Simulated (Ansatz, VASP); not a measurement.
Two plane-wave programs on WS2

```
S W
1.0
     3.14761    0.00000    0.00000
    -1.57380    2.72591    0.00000
     0.00000    0.00000   12.50386
S W
4 2
Direct
  0.33333 0.66667 0.11996
  0.33333 0.66667 0.37056
  0.00000 0.00000 0.62944
  0.00000 0.00000 0.88004
  0.66667 0.33333 0.24527
  0.33333 0.66667 0.75475
```

Alike in both runs: task single point; functional PBEsol; k mesh 9 × 9 × 1; occupations gaussian, width 0.05 eV; no spin polarisation.

```csv
,VASP,Ansatz
version,VASP 6.6.1,Ansatz 0.2.0
potentials or method,"VASP PAW PBE potentials, release 64 (S, W_sv), cutoff 520 eV","scalar-relativistic, plane waves, PAW"
valence electrons in the cell,52,52
```

VASP gave:

```
gap on the k mesh at the Fermi level (eV) : 1.15
least direct gap on the mesh (eV)         : 1.86
rms of the force components (eV/Å)        : 0.011
```

**Question.** Which values does Ansatz return?

**Answer.** gap on the k mesh at the Fermi level (eV): 1.13; least direct gap on the mesh (eV): 1.86; rms of the force components (eV/Å): 0.016.

VASP's potentials were made for PBE, not for PBEsol. Ansatz's warnings: net force over tolerance, vacuum below fermi, vacuum density over bound.

Spin-orbit coupling is off throughout.
